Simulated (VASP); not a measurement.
Set up this calculation in VASP 6.6.1, as the native input.

- Task: relaxation of cell and atoms
- Functional: PBEsol
- Potentials or basis: VASP PAW PBE potentials, release 64 (Ga_d, N)
- Cutoff: 600 eV
- k mesh: 10 × 10 × 5
- Occupations: fermi-dirac, width 0.05 eV
- Spin: no spin polarisation
- Target pressure: 30 GPa
- Dipole correction: no
- Further INCAR settings: ALGO = Normal; EDIFF = 1e-07; IBRION = 2; EDIFFG = -0.01; NSW = 80; ISIF = 3

The structure of GaN lies in POSCAR:

```
GaN
1.0
    3.1800000000      0.0000000000      0.0000000000
   -1.5900000000      2.7539607840      0.0000000000
    0.0000000000      0.0000000000      5.1660000000
Ga N
2 2
Direct
    0.6666666667      0.3333333333      0.5000000000
    0.3333333333      0.6666666667      0.0000000000
    0.6666666667      0.3333333333      0.8750000000
    0.3333333333      0.6666666667      0.3750000000
```

One way to write it, as run:

INCAR

```
PREC = Accurate ; ENCUT = 600
EDIFF = 1E-7 ; ISMEAR = -1
SIGMA = 0.05 ; LREAL = F
LASPH = T ; NELM = 100
ALGO = Normal ; ISIF = 3
LWAVE = F ; LCHARG = F
GGA = PS ; IBRION = 2
NSW = 80 ; EDIFFG = -0.01
PSTRESS = 300.0
```

KPOINTS

```
Automatic mesh
0
Gamma
  10 10 5
```

Potentials or basis: VASP PAW PBE potentials, release 64 (Ga_d, N).

The run is started by

```bash
$ cat potpaw_PBE.64/Ga_d/POTCAR potpaw_PBE.64/N/POTCAR > POTCAR
$ mpirun -np 1 vasp_std > vasp.out
```

Results of the run:

```json
{
 "Relaxed volume": "10.05 Å³/atom",
 "Relaxed cell": "a = 3.053 Å, b = 3.053 Å, c = 4.979 Å, α = 90.00°, β = 90.00°, γ = 120.00°",
 "Space group after relaxing (to 0.05 Å)": "P6_3mc (No. 186)",
 "Energy change on relaxing (the enthalpy is what falls)": "+108.7 meV/atom",
 "Ionic steps": "7",
 "Pressure after relaxing": "30.0 GPa",
 "Band gap on the k mesh": "2.71 eV, direct"
}
```

Caveat: the cell is relaxed towards a set pressure, so the enthalpy falls and the energy may rise; the PAW data sets were made with another functional, which shifts forces and pressure a little.

Wall time 3.4 min on 1 thread of AMD EPYC 9R45 96-Core Processor (Zen 5), on a shared host, peak memory 0.18 GiB.
